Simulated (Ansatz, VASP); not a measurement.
# One calculation of Si, two programs

```
CELL_PARAMETERS angstrom
0.00000 2.72185 2.72185
2.72185 0.00000 2.72185
2.72185 2.72185 0.00000
ATOMIC_POSITIONS crystal
Si 0.50000 0.50000 0.50000
Si 0.75000 0.75000 0.75000
```

Alike in both runs: task relaxation of cell and atoms; functional LDA; k mesh 8 × 8 × 8; occupations fermi-dirac, width 0.05 eV; no spin polarisation.

|  | VASP | Ansatz |
| --- | --- | --- |
| version | VASP 6.6.1 | Ansatz 0.2.0 |
| potentials or method | VASP PAW LDA potentials, release 64 (Si), cutoff 600 eV | all-electron LAPW, scalar-relativistic |

|  | VASP | Ansatz | Ansatz less VASP |
| --- | --- | --- | --- |
| relaxed volume (Å³/atom) | 19.72 | 19.69 | -0.027 |
| relaxed cell length with the largest relative difference (Å) | 3.821 | 3.819 | -0.0017 |

LDA's correlation is that of Perdew and Zunger in VASP and of Perdew and Wang (1992) in Ansatz. Ansatz ran all-electron here, and VASP with PAW potentials.
